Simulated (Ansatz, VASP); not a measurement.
CaO: VASP beside Ansatz

Contents of POSCAR:

```
CaO
1.0
    0.0000000000      2.4065000000      2.4065000000
    2.4065000000      0.0000000000      2.4065000000
    2.4065000000      2.4065000000      0.0000000000
Ca O
1 1
Direct
    0.0000000000      0.0000000000      0.0000000000
    0.5000000000      0.5000000000      0.5000000000
```

File INCAR.step1:

```
PREC = Accurate ; ENCUT = 520
ISMEAR = -1 ; SIGMA = 0.02
LREAL = False ; LASPH = True
NELM = 100 ; NBANDS = 15
GGA = PE ; ALGO = Normal
EDIFF = 1E-4 ; LWAVE = True
LCHARG = False
```

INCAR.step2

```
PREC = Accurate ; ENCUT = 520
EDIFF = 1E-8 ; ISMEAR = -1
SIGMA = 0.02 ; LREAL = False
LASPH = True ; NELM = 100
ALGO = Normal ; ISIF = 2
LWAVE = False ; LCHARG = False
METAGGA = R2SCAN ; LMIXTAU = True
LEFG = True ; NBANDS = 15
ISTART = 1
```

The input KPOINTS:

```
regular mesh
0
Gamma
  9 9 9
```

Input for Ansatz:

```yaml
crystal:
  lattice:
    - [0.0, 2.4065, 2.4065]
    - [2.4065, 0.0, 2.4065]
    - [2.4065, 2.4065, 0.0]
  atoms:
    - { symbol: Ca, position: [0.0, 0.0, 0.0] }
    - { symbol: O, position: [0.5, 0.5, 0.5] }
kpoints:
  mp_grid: { grid: [9, 9, 9] }
scf:
  occupations: { method: fermi_dirac, width: 0.02 }
hamiltonian:
  xc: r2scan
  pseudopotentials: { kind: paw }
output:
  forces: true
  stress: true
  populations: true
  efg:
    quadrupole_moments_barn: { Ca: -0.0408, O: -0.02558 }
    contact_densities: true
```

Alike in both runs: task electric field gradients; functional r2SCAN; k mesh 9 × 9 × 9; occupations fermi-dirac, width 0.02 eV; no spin polarisation.

```csv
,VASP,Ansatz
version,VASP 6.6.1,Ansatz 0.2.0
potentials or method,"VASP PAW PBE potentials, release 64 (Ca_sv, O)","plane-wave PAW, scalar-relativistic"
plane-wave cutoff (eV),520,500
valence electrons in the cell,16,16
```

|  | VASP | Ansatz | Ansatz less VASP |
| --- | --- | --- | --- |
| gap on the k mesh at the Fermi level (eV) | 4.25 | 4.26 | +0.011 |
| pressure (GPa) | -0.3 | -1.3 | -1.03 |

VASP's potentials were made for PBE, not for r2SCAN.
